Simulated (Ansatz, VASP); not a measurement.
**TiCo in VASP and in Ansatz**

```
CELL_PARAMETERS angstrom
2.98611 0.00000 0.00000
0.00000 2.98611 0.00000
0.00000 0.00000 2.98611
ATOMIC_POSITIONS crystal
Co 0.50000 0.50000 0.50000
Ti 0.00000 0.00000 0.00000
```

Alike in both runs: functional PBE; k mesh 5 × 5 × 5; occupations fermi-dirac, width 0.05 eV; collinear spin.

|  | VASP | Ansatz |
| --- | --- | --- |
| version | VASP 6.6.1 | Ansatz 0.2.0 |
| potentials or method | VASP PAW PBE potentials, release 64 (Co, Ti_sv) | Ansatz PAW |
| plane-wave cutoff (eV) | 520 | 420 |
| valence electrons in the cell | 21 | 29 |
| task | single point | projected density of states |

VASP gave:

- gap on the k mesh at the Fermi level (eV): none
- pressure (GPa): -0.2
- net moment per atom (μB): 0.45
- size of the moment on the site where the two differ most (μB): 0.98

Question: Estimate Ansatz's values.

Answer: gap on the k mesh at the Fermi level (eV): none; pressure (GPa): 0.2; net moment per atom (μB): 0.45; size of the moment on the site where the two differ most (μB): 1.00.

Site moments also hang on the region over which each program counts them. A gap of «none» marks a metal or a gap that the smearing closes. VASP's potentials hold 21 valence electrons a cell and Ansatz's 29, so a difference there can come from the potentials and not from the codes.

The k mesh is coarse, so the values compare programs but aren't converged.
